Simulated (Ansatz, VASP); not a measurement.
# TiInSe3 in VASP and in Ansatz

```
Ti In Se
1.0
     4.78468    0.00000    0.00000
     0.00000    4.78468    0.00000
     0.00000    0.00000    4.78468
Ti In Se
1 1 3
Cartesian
  2.3923 2.3923 2.3923
  0.0000 0.0000 0.0000
  0.0000 2.3923 2.3923
  2.3923 2.3923 0.0000
  2.3923 0.0000 2.3923
```

Change from the starting cell: species swapped into the ZnCo3C type (Pm-3m, No. 221).

Alike in both runs: task single point; functional PBE; k mesh 4 × 4 × 4; occupations gaussian, width 0.1 eV; collinear spin.

|  | VASP | Ansatz |
| --- | --- | --- |
| version | VASP 6.6.1 | Ansatz 0.2.0 |
| potentials or method | VASP PAW PBE potentials, release 64 (Ti_sv, In_d, Se), cutoff 520 eV | scalar-relativistic, plane waves, PAW |
| valence electrons in the cell | 43 | 73 |

VASP gave:

| Item | Value |
| --- | --- |
| gap on the k mesh at the Fermi level (eV) | none |
| pressure (GPa) | 11.7 |
| net moment per atom (μB) | 0.00 |

Problem. What did Ansatz give for the same quantities?

Solution. gap on the k mesh at the Fermi level (eV): none; pressure (GPa): 11.6; net moment per atom (μB): 0.00.

A gap of «none» marks a metal or a gap that the smearing closes. VASP's potentials hold 43 valence electrons a cell and Ansatz's 73, so a difference there can come from the potentials and not from the codes. Ansatz's warnings: seeded moment not kept.
